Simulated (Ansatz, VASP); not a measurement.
## Ta in VASP and in Ansatz

```xyz
1
Lattice="14.0000 0.0000 0.0000 0.0000 14.4000 0.0000 0.0000 0.0000 14.8000" Properties=species:S:1:pos:R:3 pbc="T T T"
Ta    7.0000    7.2000    7.4000
```

Alike in both runs: task single point; functional HSE06; k mesh 1 × 1 × 1; occupations fermi-dirac, width 0.01 eV; collinear spin.

|  | VASP | Ansatz |
| --- | --- | --- |
| version | VASP 6.6.1 | Ansatz 0.2.0 |
| potentials or method | VASP PAW PBE potentials, release 64 (Ta_pv), cutoff 520 eV | plane waves (420 eV) with PAW, scalar-relativistic |
| valence electrons in the cell | 11 | 13 |

VASP gave:

* gap on the k mesh at the Fermi level (eV): 2.08
* net moment per atom (μB): 3.00
* size of the moment on the site where the two differ most (μB): 2.16

Task: Estimate Ansatz's values.

Result: gap on the k mesh at the Fermi level (eV): 2.11; net moment per atom (μB): 3.00; size of the moment on the site where the two differ most (μB): 3.00.

Site moments also hang on the region over which each program counts them. VASP's potentials hold 11 valence electrons a cell and Ansatz's 13, so a difference there can come from the potentials and not from the codes. Ansatz's warnings: stability check not made.

Neither program's run includes spin-orbit coupling.
